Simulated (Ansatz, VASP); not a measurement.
**NaI: VASP beside Ansatz**

```
CELL_PARAMETERS angstrom
0.00000 3.58138 3.58138
3.58138 0.00000 3.58138
3.58138 3.58138 0.00000
ATOMIC_POSITIONS crystal
Na 0.00000 0.00000 0.00000
I 0.25000 0.25000 0.25000
```

Alike in both runs: functional PBE; k mesh 10 × 10 × 10; occupations fermi-dirac, width 0.05 eV; no spin polarisation.

Ansatz relaxed the structure, and its values are those at the end. VASP's run is a single point on that final structure, the one shown.

```csv
,VASP,Ansatz
version,VASP 6.6.1,Ansatz 0.2.0
potentials or method,"VASP PAW PBE potentials, release 64 (Na_pv, I)","PAW with Ansatz's default frozen-core files, scalar-relativistic"
plane-wave cutoff (eV),520,420
valence electrons in the cell,14,26
```

```csv
,VASP,Ansatz,Ansatz less VASP
pressure (GPa),0.0,0.0,-0.01
```

VASP's potentials hold 14 valence electrons a cell and Ansatz's 26, so a difference there can come from the potentials and not from the codes.

Neither program's run includes spin-orbit coupling.
